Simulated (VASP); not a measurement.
Wanted: the native input for a VASP 6.6.1 run.

- Task: single point
- Functional: PBE
- Potentials or basis: VASP PAW PBE potentials, release 64 (Na_pv, F)
- Cutoff: 600 eV
- k mesh: 4 × 4 × 4
- Occupations: gaussian, width 0.01 eV
- Spin: no spin polarisation
- Dipole correction: no
- Further INCAR settings: ALGO = Normal; EDIFF = 1e-06; NBANDS = 14

The structure of NaF lies in POSCAR:

```
NaF
1.0
    0.0000000000      2.2972417931      2.2972417931
    2.2972417931      0.0000000000      2.2972417931
    2.2972417931      2.2972417931      0.0000000000
Na F
1 1
Direct
    0.0000000000      0.0000000000      0.0000000000
    0.5000000000      0.5000000000      0.5000000000
```

The input as run:

INCAR

```
  PREC = Accurate
  ENCUT = 600
  EDIFF = 1E-6
  ISMEAR = 0
  SIGMA = 0.01
  LREAL = False
  LASPH = True
  NELM = 120
  ALGO = Normal
  ISIF = 2
  LWAVE = False
  LCHARG = False
  GGA = PE
  NBANDS = 14
  GGA_COMPAT = False
```

KPOINTS

```
regular mesh
0
Gamma
  4 4 4
```

Potentials or basis: VASP PAW PBE potentials, release 64 (Na_pv, F).

The run is started by

```console
$ cat potpaw_PBE.64/Na_pv/POTCAR potpaw_PBE.64/F/POTCAR > POTCAR
$ mpirun -np 1 vasp_std > vasp.out
```

It gave:

* Pressure: 3.4 GPa
* Band gap on the k mesh: 6.44 eV

Caveat: the k points lie up to 0.59 Å⁻¹ apart.

It took 2.4 s on 1 thread of AMD EPYC 9R45 96-Core Processor (Zen 5), on a shared host, peak memory 0.11 GiB.
